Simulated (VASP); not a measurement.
Pd:

```xyz
2
Lattice="0.0000 2.6322 2.6322 2.6322 0.0000 2.6322 2.6322 2.6322 0.0000" Properties=species:S:1:pos:R:3 pbc="T T T"
Pd   -0.6580   -0.6580   -0.6580
Pd    0.6580    0.6580    0.6580
```

| Property | Result |
| --- | --- |
| Program | VASP 6.6.1 |
| Task | relaxation of cell and atoms |
| Functional | PBEsol |
| Potentials or basis | VASP PAW PBE potentials, release 64 (Pd) |
| Cutoff | 600 eV |
| k mesh | 12 × 12 × 12 |
| Occupations | fermi-dirac, width 0.05 eV |
| Spin | no spin polarisation |

At the start: pressure 33.5 GPa; volume 18.24 Å³/atom.

**Question.** Where does the relaxation end?

**Answer.** Over 19 steps the energy falls by 384.8 meV/atom and the volume is 22.84 Å³/atom (+25.2 %); space group Fd-3m (No. 227, to 0.05 Å).

Step by step:
| step | energy change (eV) | largest force (eV/Å) | pressure (GPa) | volume (Å³) |
| --- | --- | --- | --- | --- |
| 1 | 0.0000 | 0.0000 | 33.52 | 36.47 |
| 2 | -0.0853 | 0.0000 | -10.97 | 60.54 |
| 3 | -0.7679 | 0.0000 | -1.00 | 46.26 |
| 4 | -0.7695 | 0.0000 | -0.32 | 45.87 |
| 5 | -0.7696 | 0.0000 | 0.05 | 45.67 |
| 6 | -0.7696 | 0.0000 | 0.06 | 45.67 |
| 7 | -0.7696 | 0.0000 | 0.06 | 45.67 |
| 8 | -0.7696 | 0.0000 | 0.06 | 45.67 |
| 9 | -0.7696 | 0.0000 | 0.06 | 45.67 |
| 10 | -0.7696 | 0.0000 | 0.06 | 45.67 |
| 11 | -0.7696 | 0.0000 | 0.06 | 45.67 |
| 12 | -0.7696 | 0.0000 | 0.06 | 45.67 |
| 13 | -0.7696 | 0.0000 | 0.06 | 45.67 |
| 14 | -0.7696 | 0.0000 | 0.06 | 45.67 |
| 15 | -0.7696 | 0.0000 | 0.06 | 45.67 |
| 16 | -0.7696 | 0.0000 | 0.06 | 45.67 |
| 17 | -0.7696 | 0.0000 | 0.06 | 45.67 |
| 18 | -0.7696 | 0.0000 | 0.05 | 45.67 |
| 19 | -0.7696 | 0.0000 | 0.03 | 45.67 |

Final structure:
```xyz
2
Lattice="0.0000 2.8372 2.8372 2.8372 0.0000 2.8372 2.8372 2.8372 0.0000" Properties=species:S:1:pos:R:3 pbc="T T T"
Pd    4.9650    4.9650    4.9650
Pd    0.7093    0.7093    0.7093
```

Caveat: the volume moved by over 15 % at a fixed basis, so the end points are rough; the PAW data sets were made with another functional, which shifts forces and pressure a little.
